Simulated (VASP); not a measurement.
I, 1 atom in the cell. The structure is cubic, space group Im-3m (No. 229). The conventional cell has a = 4.179 Å, b = 4.179 Å, c = 4.179 Å, α = 90.00°, β = 90.00°, γ = 90.00°. Within 4.8 Å of I (site symmetry m-3m) lie 14 I at 3.62 to 4.18 Å. 

```yaml
Program: VASP 6.6.1
Task: single point
Functional: PBEsol
Potentials_or_basis: VASP PAW PBE potentials, release 64 (I)
Cutoff: 520 eV
k_mesh: 9 × 9 × 9
Occupations: fermi-dirac, width 0.05 eV
Spin: non-collinear spin, zero start, spin-orbit coupling
Starting_moments: "[[0.0, 0.0, 0.0]] μB"
Dipole_correction: no
Further_INCAR_settings: ALGO = Normal; EDIFF = 1e-06; NBANDS = 18
```

Potentials or basis: VASP PAW PBE potentials, release 64 (I).

The run is started by

```bash
$ cat potpaw_PBE.64/I/POTCAR > POTCAR
$ mpirun -np 1 vasp_ncl > vasp.out
```

Hardware: 1 thread of Intel(R) Xeon(R) Platinum 8488C (Sapphire Rapids) (shared host).

**Question.** Estimate the wall time of this run.

**Answer.** It took 41 s on 1 thread of Intel(R) Xeon(R) Platinum 8488C (Sapphire Rapids) (shared host), peak memory 0.25 GiB. Counts: scf iterations 11, k points 35.
